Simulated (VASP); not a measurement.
Set up this calculation in VASP 6.6.1, as the native input.

- Task: single point
- Functional: LDA
- Potentials or basis: VASP PAW LDA potentials, release 64 (Al, O)
- Cutoff: 520 eV
- k mesh: 3 × 3 × 1
- Occupations: gaussian, width 0.1 eV
- Spin: no spin polarisation
- Dipole correction: no
- Further INCAR settings: ALGO = Normal; EDIFF = 1e-06; NBANDS = 33

The structure of Al12O lies in POSCAR:

```
Al12O
1.0
    5.7275650000      0.0000000000      0.0000000000
    2.8637820000      4.9602170000      0.0000000000
    0.0000000000      0.0000000000     17.6765370000
Al O
12 1
Direct
    0.1666666208      0.1666667003      0.0565722234
    0.6666667081      0.1666667003      0.0565722234
    0.1666666712      0.6666665995      0.0565722234
    0.6666667585      0.6666665995      0.0565722234
   -0.1568998824      0.2872188858      0.1892998612
    0.3502270284      0.2778688916      0.1913311980
   -0.1544441679      0.7761547529      0.1887317635
    0.3316420146      0.7883312363      0.1872815925
   -0.1383126957      0.0224199869      0.3175302380
    0.3394312067      0.0393125946      0.3258952248
   -0.1216311204      0.5136962758      0.3237354127
    0.3519749629      0.5250024344      0.3265796349
    0.5406092043      0.6946222312      0.3633212207
```

The input as run:

INCAR

```
SYSTEM = Al12O
  PREC = Accurate
  ENCUT = 520
  EDIFF = 1E-6
  ISMEAR = 0
  SIGMA = 0.1
  LREAL = .False.
  LASPH = .True.
  NELM = 80
  ALGO = Normal
  ISIF = 2
  LWAVE = .False.
  LCHARG = .False.
  GGA = CA
  NBANDS = 33
```

KPOINTS

```
Automatic mesh
0
Gamma
  3 3 1
  0 0 0
```

Potentials or basis: VASP PAW LDA potentials, release 64 (Al, O).

Command:

```console
$ cat potpaw_LDA.64/Al/POTCAR potpaw_LDA.64/O/POTCAR > POTCAR
$ mpirun -np 1 vasp_std > vasp.out
```

It gave:

The largest force is 0.320 eV/Å and the band gap on the k mesh is zero (bands 21 and 22 overlap by 0.54 eV).

Caveat: the k points lie up to 0.42 Å⁻¹ apart, too coarse for converged energies and pressures of a metal.

Wall time 110 s on 1 thread of Intel(R) Xeon(R) 6975P-C (Granite Rapids), on a shared host, peak memory 0.48 GiB.
